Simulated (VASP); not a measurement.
# Re in VASP: a series of runs

Re is run at these levels: PBEsol; tasks: single point.

All numbers are computed with VASP 6.6.1; they aren't measurements. Logs are shortened: lines on timing, memory, paths and dates and some standing lists are left out, and cuts for length are marked.

## Step 1: The cell of the first run

It takes space group P6_3/mmc (No. 194, hexagonal). Conventional cell: a = 2.761 Å, b = 2.761 Å, c = 4.458 Å, α = 90.00°, β = 90.00°, γ = 120.00°. Re (site symmetry -6m2) has 12 Re at 2.74 to 2.76 Å within 3.6 Å.

## Step 2: Single point, PBEsol

Input file INCAR:

```
SYSTEM = Re
  PREC = Accurate
  ENCUT = 520
  EDIFF = 1E-7
  ISMEAR = -1
  SIGMA = 0.05
  LREAL = .False.
  LASPH = .True.
  NELM = 80
  ALGO = Normal
  ISIF = 2
  LWAVE = .False.
  LCHARG = .True.
  GGA = PS
  LELF = .True.
  LVHAR = .True.
  NBANDS = 14
```

Input file KPOINTS:

```
regular mesh
0
Gamma
  13 13 7
  0 0 0
```

Input file POSCAR:

```
Re
1.0
    2.7608000000      0.0000000000      0.0000000000
   -1.3804000000      2.3909229348      0.0000000000
    0.0000000000      0.0000000000      4.4582000000
Re
2
Direct
    0.6666666667      0.3333333333      0.7500000000
    0.3333333333      0.6666666667      0.2500000000
```

Potentials or basis: VASP PAW PBE potentials, release 64 (Re).

Launch:

```bash
$ cat potpaw_PBE.64/Re/POTCAR > POTCAR
$ mpirun -np 1 vasp_std > vasp.out
```

OUTCAR:

```text
SYSTEM = Re
   PREC = Accurate
   ENCUT = 520
   EDIFF = 1E-7
   ISMEAR = -1
   LREAL = .False.
   LASPH = .True.
   NELM = 80
   ISIF = 2
   GGA = PS

 ion  position               nearest neighbor table
   1  0.667  0.333  0.750-   2 2.74   2 2.74   2 2.74   2 2.74   2 2.74   2 2.74
   2  0.333  0.667  0.250-   1 2.74   1 2.74   1 2.74   1 2.74   1 2.74   1 2.74

  LATTYP: Found a hexagonal cell.
 ALAT       =     2.7608000000
 C/A-ratio  =     1.6148217908

  Lattice vectors:

 A1 = (   2.7608000000,   0.0000000000,   0.0000000000)
 A2 = (  -1.3804000000,   2.3909229348,   0.0000000000)
 A3 = (   0.0000000000,   0.0000000000,   4.4582000000)

Analysis of symmetry for initial positions (statically):
=====================================================================
 Subroutine PRICEL returns:
 Original cell was already a primitive cell.

 Routine SETGRP: Setting up the symmetry group for a
 hexagonal supercell.

 Subroutine GETGRP returns: Found 24 space group operations
 (whereof 12 operations were pure point group operations)
 out of a pool of 24 trial point group operations.

The static configuration has the point symmetry D_3d.
 The point group associated with its full space group is D_6h.

Analysis of symmetry for dynamics (positions and initial velocities):
=====================================================================
 Subroutine PRICEL returns:
 Original cell was already a primitive cell.

 Routine SETGRP: Setting up the symmetry group for a
 hexagonal supercell.

 Subroutine GETGRP returns: Found 24 space group operations
 (whereof 12 operations were pure point group operations)
 out of a pool of 24 trial point group operations.

The dynamic configuration has the point symmetry D_3d.
 The point group associated with its full space group is D_6h.

 Subroutine INISYM returns: Found 24 space group operations
 (whereof 12 operations are pure point group operations),
 and found     1 'primitive' translations

----------------------------------------------------------------------------------------

                                     Primitive cell

  volume of cell :      29.4280

  direct lattice vectors                    reciprocal lattice vectors
     2.760800000  0.000000000  0.000000000     0.362213851  0.209124264  0.000000000
    -1.380400000  2.390922935  0.000000000     0.000000000  0.418248529  0.000000000
     0.000000000  0.000000000  4.458200000     0.000000000  0.000000000  0.224305774

  length of vectors
     2.760800000  2.760800000  4.458200000     0.418248529  0.418248529  0.224305774

  position of ions in fractional coordinates (direct lattice)
     0.666666667  0.333333333  0.750000000
     0.333333333  0.666666667  0.250000000

  ion indices of the primitive-cell ions
   primitive index   ion index
                 1           1
                 2           2

----------------------------------------------------------------------------------------

 KPOINTS: regular mesh

Automatic generation of k-mesh.
 Grid dimensions read from file:
 generate k-points for:   13   13    7

 Generating k-lattice:

  Cartesian coordinates                     Fractional coordinates (reciprocal lattice)
     0.027862604  0.016086482  0.000000000     0.076923077 -0.000000000  0.000000000
     0.000000000  0.032172964  0.000000000     0.000000000  0.076923077  0.000000000
     0.000000000  0.000000000  0.032043682     0.000000000  0.000000000  0.142857143

  Length of vectors
     0.032172964  0.032172964  0.032043682

  Shift w.r.t. Gamma in fractional coordinates (k-lattice)
     0.000000000  0.000000000  0.000000000

 Subroutine IBZKPT returns following result:
 ===========================================

 Found     84 irreducible k-points:

 Following reciprocal coordinates:
            Coordinates               Weight
  0.000000  0.000000  0.000000      1.000000
  0.076923 -0.000000  0.000000      6.000000
  0.153846 -0.000000  0.000000      6.000000
  0.230769 -0.000000  0.000000      6.000000
  0.307692 -0.000000  0.000000      6.000000
  0.384615 -0.000000  0.000000      6.000000
[... 16 lines left out ...]
  0.076923 -0.000000  0.142857     12.000000
  0.153846 -0.000000  0.142857     12.000000
 [... further k-points ...]
   k-points           NKPTS =     84   k-points in BZ     NKDIM =     84   number of bands    NBANDS=     14
   number of dos      NEDOS =    301   number of ions     NIONS =      2
   total plane-waves  NPLWV =  20736
   dimension x,y,z NGX =    24 NGY =   24 NGZ =   36
   dimension x,y,z NGXF=    48 NGYF=   48 NGZF=   72
   ions per type =               2
   NGX,Y,Z   is equivalent  to a cutoff of  14.45, 14.45, 13.42 a.u.
   NGXF,Y,Z  is equivalent  to a cutoff of  28.90, 28.90, 26.85 a.u.
 SYSTEM =  Re
   PREC   = accura    normal or accurate (medium, high low for compatibility)
   ISTART =      0    job   : 0-new  1-cont  2-samecut
   ICHARG =      2    charge: 1-file 2-atom 10-const
   ISPIN  =      1    spin polarized calculation?
   LNONCOLLINEAR =      F non collinear calculations
   LSORBIT =      F    spin-orbit coupling
   LASPH  =      T    aspherical Exc in radial PAW
   ENCUT  =  520.0 eV  38.22 Ry    6.18 a.u.   5.13  5.13  8.29*2*pi/ulx,y,z
   NELM   =     80;   NELMIN=  2; NELMDL= -5     # of ELM steps
   EDIFF  = 0.1E-06   stopping-criterion for ELM
   LREAL  =      F    real-space projection
   EDIFFG = 0.1E-05   stopping-criterion for IOM
   NSW    =      0    number of steps for IOM
   IBRION =     -1    ionic relax: 0-MD 1-quasi-New 2-CG
   NFREE  =      0    steps in history (QN), initial steepest desc. (CG)
   ISIF   =      2    stress and relaxation
   ISYM   =      2    0-nonsym 1-usesym 2-fastsym
   POTIM  = 0.5000    time-step for ionic-motion
   TEBEG  =    0.0;   TEEND  =   0.0 temperature during run
   PSTRESS=    0.0 pullay stress
   NELECT =      14.0000    total number of electrons
   NUPDOWN=      -1.0000    fix difference up-down
   EMIN   =  10.00;   EMAX   =-10.00  energy-range for DOS
   EFERMI =   0.00;   METHOD = LEGACY
   ISMEAR =    -1;   SIGMA  =   0.05  broadening in eV -4-tet -1-fermi 0-gaus
   EFERMI_NEDOS =   21; number of points for ismear=-14 and -15
   IALGO  =     38    algorithm
   IMIX   =      4    mixing-type and parameters
     AMIX     =   0.40;   BMIX     =  1.00
     AMIX_MAG =   1.60;   BMIX_MAG =  1.00
  volume/ion in A,a.u.               =      14.71        99.29
  Fermi-wavevector in a.u.,A,eV,Ry     =   1.278000  2.415070 22.222174  1.633284
  Thomas-Fermi vector in A             =   2.410568
   LORBIT       =      0    0 simple, 1 ext, 2 COOP (PROOUT), +10 PAW based schemes
   GGA     = PS    functional components
   LHFCALC =     F    Hartree Fock is set to
   AEXX    =    0.0000 exact exchange contribution
   IVDW    =     0    specifies the selected vdW correction
   LEPSILON=     F    determine dielectric tensor
   LRPA    =     F    only Hartree local field effects (RPA)
 non-spin polarized calculation
  energy-cutoff  :      520.00
  volume of cell :       29.43
 maximum number of plane-waves:       808
 NGX is ok and might be reduce to    24
   NGX = 11   NGY = 11   NGZ = 17

 number of electron      14.0000000 magnetization

 Free energy of the ion-electron system (eV)
  ---------------------------------------------------
  ext. energy  EPLUGINS =         0.00000000
  ---------------------------------------------------
  free energy    TOTEN  =       -26.73965071 eV

  energy without entropy =      -26.72653448  energy(sigma->0) =      -26.73309259

 E-fermi :   7.6974     XC(G=0): -13.8186

 val. band max:        7.6653508353   @ k =   0.4615  -0.0000   0.1429
 cond. band min:       7.7181212603   @ k =   0.1538   0.0769   0.0000
 fundamental gap:      0.0527704251
 Fermi energy:         7.6974009075

 k-point     1 :       0.0000    0.0000    0.0000
  band No.  band energies     occupation
      1      -2.1815      2.00000
      2       1.0761      2.00000
      3       6.1333      2.00000
      4       6.1333      2.00000
      5       6.1373      2.00000
      6       6.9731      2.00000
      7       6.9731      2.00000
      8       7.9076      0.02940
      9       7.9076      0.02940
     10       8.3304      0.00001
     11      11.0922      0.00000
     12      11.0922      0.00000
     13      17.7173      0.00000
     14      21.8858      0.00000

 k-point     2 :       0.0769   -0.0000    0.0000
  band No.  band energies     occupation
      1      -1.9394      2.00000
      2       1.3033      2.00000
      3       5.6081      2.00000
      4       6.3557      2.00000
      5       6.5778      2.00000
      6       6.8114      2.00000
      7       7.1833      1.99993
      8       7.3320      1.99866
      9       7.7224      0.75472
     10       7.9105      0.02780
     11      11.2172      0.00000
     12      12.1023      0.00000
     13      17.7031      0.00000
     14      22.4213      0.00000

 k-point     3 :       0.1538   -0.0000    0.0000
  band No.  band energies     occupation
      1      -1.2540      2.00000
      2       1.8924      2.00000
      3       5.0086      2.00000
      4       5.9451      2.00000
      5       6.3373      2.00000
      6       7.0080      2.00000
      7       7.2041      1.99990
      8       7.2813      1.99951
      9       7.5722      1.84876
     10       7.7958      0.24509
     11      11.4882      0.00000
     12      13.9119      0.00000
     13      17.5756      0.00000
     14      23.7217      0.00000
[... 324 lines left out ...]
 k-point    23 :       0.0769   -0.0000    0.1429
  band No.  band energies     occupation
      1      -1.7020      2.00000
      2       1.3188      2.00000
      3       5.6032      2.00000
      4       6.2174      2.00000
      5       6.2331      2.00000
      6       6.4033      2.00000
      7       7.0185      2.00000
      8       7.3508      1.99805
      9       8.1043      0.00058
     10       8.1453      0.00026
     11      11.2123      0.00000
     12      11.8246      0.00000
     13      18.7112      0.00000
     14      21.9654      0.00000

 k-point    24 :       0.1538   -0.0000    0.1429
  band No.  band energies     occupation
      1      -1.0345      2.00000
      2       1.9296      2.00000
      3       5.0585      2.00000
      4       5.4020      2.00000
      5       6.1898      2.00000
      6       6.6968      2.00000
      7       7.0016      2.00000
      8       7.5164      1.94784
      9       7.9561      0.01126
     10       8.1074      0.00055
     11      11.4266      0.00000
     12      13.2144      0.00000
     13      18.6635      0.00000
     14      23.3052      0.00000

 [... further k-points ...]

------------------------ aborting loop because EDIFF is reached ----------------------------------------

  FORCE on cell =-STRESS in cart. coord.  units (eV):
  Direction    XX          YY          ZZ          XY          YZ          ZX
  --------------------------------------------------------------------------------------
  -------------------------------------------------------------------------------------
  Total       -0.7510356     -0.7510356     -0.9079508      0.0000000      0.0000000     -0.0000000
  in kB      -40.8894303    -40.8894303    -49.4325293      0.0000000      0.0000000     -0.0000000
  external PRESSURE =     -43.7371300 kB  Pullay stress =       0.0000000 kB

 VOLUME and BASIS-vectors are now :
 -----------------------------------------------------------------------------
  energy-cutoff  :      520.00
  volume of cell :       29.43
      direct lattice vectors                 reciprocal lattice vectors
     2.760800000  0.000000000  0.000000000     0.362213851  0.209124264  0.000000000
    -1.380400000  2.390922935  0.000000000     0.000000000  0.418248529  0.000000000
     0.000000000  0.000000000  4.458200000     0.000000000  0.000000000  0.224305774

 POSITION                                       TOTAL-FORCE (eV/Angst)
 -----------------------------------------------------------------------------------
      1.38040      0.79697      3.34365         0.000000      0.000000      0.000000
     -0.00000      1.59395      1.11455        -0.000000     -0.000000      0.000000
 -----------------------------------------------------------------------------------
    total drift:                               -0.000000      0.000000     -0.000000

  FREE ENERGIE OF THE ION-ELECTRON SYSTEM (eV)
  ---------------------------------------------------
  free  energy   TOTEN  =       -26.7396507056 eV

  energy  without entropy=      -26.7265344825  energy(sigma->0) =      -26.73309259
```

It took 22 s on 1 thread of Intel Xeon Platinum 8375C at 2.90GHz (Ice Lake), shared host; peak memory 0.17 GiB.

Results:

```
Free energy            : -26.7397 eV
Pressure               : -4.4 GPa
Band gap on the k mesh : zero (band 7 reaches 8.91 eV, above the bottom of band 8 at 6.13 eV)
```

Stress tensor (GPa, compression positive):
```
-4.09  0.00  0.00
 0.00 -4.09  0.00
 0.00  0.00 -4.94
```

Caveat: the PAW data sets were made with another functional, which shifts forces and pressure a little; spin-orbit coupling is left out, which moves the levels of the heavy elements.

## Step 3: Single point, PBEsol

Input file INCAR:

```
ALGO     = Normal         # electronic algorithm
EDIFF    = 1E-6           # SCF threshold, eV
ENCUT    = 520            # plane-wave cutoff, eV
GGA      = PS             # functional
ISIF     = 2              # what is computed and relaxed
ISMEAR   = -1             # smearing method
LASPH    = True           # aspherical terms in the spheres
LCHARG   = False          # write CHGCAR
LREAL    = False          # projectors in reciprocal space
LWAVE    = False          # write WAVECAR
NBANDS   = 14             # bands
NELM     = 80             # most SCF steps
PREC     = Accurate       # precision mode
SIGMA    = 0.05           # smearing width, eV
```

Input file KPOINTS:

```
k-points
0
Gamma
  7 7 4
```

Input file POSCAR:

```
Re
1.0
    2.7608000000      0.0000000000      0.0000000000
   -1.3804000000      2.3909229348      0.0000000000
    0.0000000000      0.0000000000      4.4582000000
Re
2
Direct
    0.6631470000      0.3330820000      0.7526830000
    0.3363860000      0.6692810000      0.2480690000
```

Potentials or basis: VASP PAW PBE potentials, release 64 (Re).

Launch:

```bash
$ cat potpaw_PBE.64/Re/POTCAR > POTCAR
$ mpirun -np 1 vasp_std > vasp.out
```

OUTCAR:

```text
EDIFF = 1E-6
   ENCUT = 520
   GGA = PS
   ISIF = 2
   ISMEAR = -1
   LASPH = True
   LREAL = False
   NELM = 80
   PREC = Accurate

 ion  position               nearest neighbor table
   1  0.663  0.333  0.753-   2 2.72   2 2.72   2 2.73   2 2.75   2 2.75   2 2.77
   2  0.336  0.669  0.248-   1 2.72   1 2.72   1 2.73   1 2.75   1 2.75   1 2.77

  LATTYP: Found a hexagonal cell.
 ALAT       =     2.7608000000
 C/A-ratio  =     1.6148217908

  Lattice vectors:

[... 594 lines left out ...]

 [... further k-points ...]

------------------------ aborting loop because EDIFF is reached ----------------------------------------

  FORCE on cell =-STRESS in cart. coord.  units (eV):
  Direction    XX          YY          ZZ          XY          YZ          ZX
  --------------------------------------------------------------------------------------
  -------------------------------------------------------------------------------------
  Total       -0.9762005     -0.9517404     -0.4892127     -0.0233981     -0.0098059     -0.0201094
  in kB      -53.1483190    -51.8166141    -26.6347237     -1.2738864     -0.5338718     -1.0948359
  external PRESSURE =     -43.8665523 kB  Pullay stress =       0.0000000 kB

 VOLUME and BASIS-vectors are now :
 -----------------------------------------------------------------------------
  energy-cutoff  :      520.00
  volume of cell :       29.43
      direct lattice vectors                 reciprocal lattice vectors
     2.760800000  0.000000000  0.000000000     0.362213851  0.209124264  0.000000000
    -1.380400000  2.390922935  0.000000000     0.000000000  0.418248529  0.000000000
     0.000000000  0.000000000  4.458200000     0.000000000  0.000000000  0.224305774

 POSITION                                       TOTAL-FORCE (eV/Angst)
 -----------------------------------------------------------------------------------
      1.37103      0.79637      3.35561         0.074313      0.035417      0.198248
      0.00482      1.60020      1.10594        -0.074313     -0.035417     -0.198248
 -----------------------------------------------------------------------------------
    total drift:                               -0.000000     -0.000000      0.000000

  FREE ENERGIE OF THE ION-ELECTRON SYSTEM (eV)
  ---------------------------------------------------
  free  energy   TOTEN  =       -26.7373598758 eV

  energy  without entropy=      -26.7157218973  energy(sigma->0) =      -26.72654089
```

OSZICAR:

```text
N       E                     dE             d eps       ncg     rms          rms(c)
DAV:   1     0.181456922046E+02    0.18146E+02   -0.67554E+03  5536   0.124E+03
DAV:   2    -0.271241637467E+02   -0.45270E+02   -0.39801E+02  4472   0.287E+02
DAV:   3    -0.282128612194E+02   -0.10887E+01   -0.10536E+01  4488   0.450E+01
DAV:   4    -0.282233478499E+02   -0.10487E-01   -0.10476E-01  4176   0.304E+00
DAV:   5    -0.282235310272E+02   -0.18318E-03   -0.18314E-03  4406   0.735E-01    0.445E+01
DAV:   6    -0.270990092907E+02    0.11245E+01   -0.90076E-01  4776   0.258E+01    0.181E+01
DAV:   7    -0.267521859736E+02    0.34682E+00   -0.54479E-01  4792   0.195E+01    0.472E-01
DAV:   8    -0.267376307215E+02    0.14555E-01   -0.11402E-02  4924   0.145E+00    0.383E-01
DAV:   9    -0.267373519205E+02    0.27880E-03   -0.30922E-04  4670   0.263E-01    0.538E-02
DAV:  10    -0.267373545160E+02   -0.25956E-05   -0.21738E-05  4472   0.581E-02    0.214E-02
DAV:  11    -0.267373602914E+02   -0.57754E-05   -0.12139E-05  4242   0.250E-02    0.304E-03
DAV:  12    -0.267373598758E+02    0.41559E-06   -0.11488E-07  2076   0.860E-03
   1 F= -.26737360E+02 E0= -.26726541E+02  d E =-.216380E-01
```

Wall time 23 s (1 thread of Intel Xeon Platinum 8375C at 2.90GHz (Ice Lake), shared host); peak memory 0.18 GiB.

Results:

| Property | Result |
| --- | --- |
| Free energy | -26.7374 eV |
| Pressure | -4.4 GPa |
| Largest force | 0.215 eV/Å |
| Band gap on the k mesh | zero (band 7 reaches 8.65 eV, above the bottom of band 8 at 6.03 eV) |

Forces on the atoms (eV/Å):
```
Re   0.074  0.035  0.198
Re  -0.074 -0.035 -0.198
```

Stress tensor (GPa, compression positive):
```
-5.31 -0.13 -0.11
-0.13 -5.18 -0.05
-0.11 -0.05 -2.66
```

Caveat: the k points lie up to 0.38 Å⁻¹ apart; the PAW data sets were made with another functional, which shifts forces and pressure a little; spin-orbit coupling is left out, which moves the levels of the heavy elements.
